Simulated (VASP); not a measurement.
# Mg2BeS3 in VASP: further runs, part 2 of 2

VASP 6.6.1.

## (3) Single point, PBE

This run uses another cell than the first one, of 21.55 Å³/atom.

The input, INCAR:

```
SYSTEM = Mg2BeS3
PREC = Accurate
ENCUT = 600
EDIFF = 1E-6
ISMEAR = 0
SIGMA = 0.15
LREAL = .False.
LASPH = .True.
NELM = 120
ALGO = Normal
ISIF = 2
LWAVE = .False.
LCHARG = .False.
GGA = PE
NBANDS = 21
GGA_COMPAT = .False.
```

The input, KPOINTS:

```
regular mesh
0
Gamma
  3 3 3
  0 0 0
```

The input, POSCAR:

```
Mg2BeS3
1.0
    6.5239951764      0.0000000000      0.0000000000
   -3.2619975882      5.6499455569      0.0000000000
    0.0000000000      0.0000000000      3.5073664235
Mg Be S
2 1 3
Direct
    0.3333333333      0.6666666667      0.0000000000
    0.6666666667      0.3333333333      0.0000000000
    0.0000000000      0.0000000000      0.0000000000
    0.5000000000      0.0000000000      0.5000000000
    0.5000000000      0.5000000000      0.5000000000
    0.0000000000      0.5000000000      0.5000000000
```

Potentials or basis: VASP PAW PBE potentials, release 64 (Mg, Be, S).

Launch:

```
$ cat potpaw_PBE.64/Mg/POTCAR potpaw_PBE.64/Be/POTCAR potpaw_PBE.64/S/POTCAR > POTCAR
$ mpirun -np 1 vasp_std > vasp.out
```

OUTCAR:

```text
SYSTEM = Mg2BeS3
   PREC = Accurate
   ENCUT = 600
   EDIFF = 1E-6
   ISMEAR = 0
   LREAL = .False.
   LASPH = .True.
   NELM = 120
   ISIF = 2
   GGA = PE

 ion  position               nearest neighbor table
   1  0.333  0.667  0.000-   4 2.57   4 2.57   6 2.57   6 2.57   5 2.57   5 2.57
   2  0.667  0.333  0.000-   4 2.57   4 2.57   6 2.57   6 2.57   5 2.57   5 2.57
   3  0.000  0.000  0.000-
   4  0.500  0.000  0.500-   1 2.57   2 2.57   1 2.57   2 2.57
   5  0.500  0.500  0.500-   1 2.57   2 2.57   1 2.57   2 2.57
   6  0.000  0.500  0.500-   1 2.57   2 2.57   1 2.57   2 2.57

  LATTYP: Found a hexagonal cell.
 ALAT       =     6.5239951764
 C/A-ratio  =     0.5376102110

  Lattice vectors:

 A1 = (   6.5239951764,   0.0000000000,   0.0000000000)
 A2 = (  -3.2619975882,   5.6499455569,   0.0000000000)
 A3 = (   0.0000000000,   0.0000000000,   3.5073664235)

Analysis of symmetry for initial positions (statically):
=====================================================================
 Subroutine PRICEL returns:
 Original cell was already a primitive cell.

 Routine SETGRP: Setting up the symmetry group for a
 hexagonal supercell.

 Subroutine GETGRP returns: Found 24 space group operations
 (whereof 24 operations were pure point group operations)
 out of a pool of 24 trial point group operations.

The static configuration has the point symmetry D_6h.

Analysis of symmetry for dynamics (positions and initial velocities):
=====================================================================
 Subroutine PRICEL returns:
 Original cell was already a primitive cell.

 Routine SETGRP: Setting up the symmetry group for a
 hexagonal supercell.

 Subroutine GETGRP returns: Found 24 space group operations
 (whereof 24 operations were pure point group operations)
 out of a pool of 24 trial point group operations.

The dynamic configuration has the point symmetry D_6h.

 Subroutine INISYM returns: Found 24 space group operations
 (whereof 24 operations are pure point group operations),
[... 108 lines left out ...]
  Thomas-Fermi vector in A             =   2.060646
   LORBIT       =      0    0 simple, 1 ext, 2 COOP (PROOUT), +10 PAW based schemes
   GGA     = PE    functional components
   LHFCALC =     F    Hartree Fock is set to
   AEXX    =    0.0000 exact exchange contribution
   IVDW    =     0    specifies the selected vdW correction
   LEPSILON=     F    determine dielectric tensor
   LRPA    =     F    only Hartree local field effects (RPA)
 non-spin polarized calculation
 Gauss-broadening in eV      SIGMA  =   0.15
  energy-cutoff  :      600.00
  volume of cell :      129.28
 maximum number of plane-waves:      4324
 NGX is ok and might be reduce to    54
   NGX = 27   NGY = 27   NGZ = 15

 number of electron      23.9999999 magnetization

 Free energy of the ion-electron system (eV)
  ---------------------------------------------------
  ext. energy  EPLUGINS =         0.00000000
  ---------------------------------------------------
  free energy    TOTEN  =       -19.18290405 eV

  energy without entropy =      -19.10488030  energy(sigma->0) =      -19.14389217

 E-fermi :   2.4805     XC(G=0):  -8.6958

 val. band max:        2.4329683050   @ k =   0.3333  -0.0000   0.3333
 cond. band min:       2.4832599624   @ k =   0.0000   0.0000   0.0000
 fundamental gap:      0.0502916574
 Fermi energy:         2.4804829371

 k-point     1 :       0.0000    0.0000    0.0000
  band No.  band energies     occupation
      1     -10.5564      2.00000
      2      -9.1276      2.00000
      3      -9.1276      2.00000
      4      -3.2678      2.00000
      5      -1.0642      2.00000
      6      -1.0642      2.00000
[... 133 lines left out ...]
     20       9.7700      0.00000
     21       9.8513      0.00000

------------------------ aborting loop because EDIFF is reached ----------------------------------------

  FORCE on cell =-STRESS in cart. coord.  units (eV):
  Direction    XX          YY          ZZ          XY          YZ          ZX
  --------------------------------------------------------------------------------------
  -------------------------------------------------------------------------------------
  Total       -0.5742357     -0.5742357     -0.3555171      0.0000000     -0.0000000      0.0000000
  in kB       -7.1164229     -7.1164229     -4.4058741      0.0000000     -0.0000000      0.0000000
  external PRESSURE =      -6.2129067 kB  Pullay stress =       0.0000000 kB

 VOLUME and BASIS-vectors are now :
 -----------------------------------------------------------------------------
  energy-cutoff  :      600.00
  volume of cell :      129.28
      direct lattice vectors                 reciprocal lattice vectors
     6.523995176  0.000000000  0.000000000     0.153280310  0.088496428  0.000000000
    -3.261997588  5.649945557  0.000000000     0.000000000  0.176992856  0.000000000
     0.000000000  0.000000000  3.507366424     0.000000000  0.000000000  0.285114208

 POSITION                                       TOTAL-FORCE (eV/Angst)
 -----------------------------------------------------------------------------------
     -0.00000      3.76663      0.00000        -0.000000      0.000000      0.000000
      3.26200      1.88332      0.00000         0.000000     -0.000000      0.000000
      0.00000      0.00000      0.00000         0.000000      0.000000      0.000000
      3.26200      0.00000      1.75368         0.000000      0.000000      0.000000
      1.63100      2.82497      1.75368         0.000000      0.000000      0.000000
     -1.63100      2.82497      1.75368         0.000000      0.000000      0.000000
 -----------------------------------------------------------------------------------
    total drift:                                0.000000     -0.000000      0.000000

  FREE ENERGIE OF THE ION-ELECTRON SYSTEM (eV)
  ---------------------------------------------------
  free  energy   TOTEN  =       -19.1829040468 eV

  energy  without entropy=      -19.1048802951  energy(sigma->0) =      -19.14389217
```

stdout:

```text
POSCAR found type information on POSCAR MgBeS
 POSCAR found :  3 types and       6 ions
 scaLAPACK will be used
 LDA part: xc-table for (Slater+PW92), standard interpolation
 POSCAR, INCAR and KPOINTS ok, starting setup
 FFT: planning ... GRIDC
 FFT: planning ... GRID_SOFT
 FFT: planning ... GRID
 WAVECAR not read
 entering main loop
```

Wall time 20 s (1 thread of Intel Xeon Platinum 8488C (Sapphire Rapids), shared host); peak memory 0.27 GiB.

Results:

```yaml
Free_energy: -19.1829 eV
Pressure: -0.6 GPa
Band_gap_on_the_k_mesh: zero (bands 12 and 13 overlap by 0.21 eV)
```

Levels at points of the mesh, in eV from the Fermi level:
| k point | band 8 | band 9 | band 10 | band 11 | band 12 | band 13 | band 14 | band 15 | band 16 | band 17 |
| --- | --- | --- | --- | --- | --- | --- | --- | --- | --- | --- |
| (0.00, 0.00, 0.00) | -1.48 | -0.48 | -0.48 | -0.23 | -0.23 | 0.00 | 3.44 | 3.70 | 3.70 | 5.33 |

Caveat: the k points lie up to 0.60 Å⁻¹ apart; semilocal functionals underestimate gaps, so a narrow gap can read as zero.
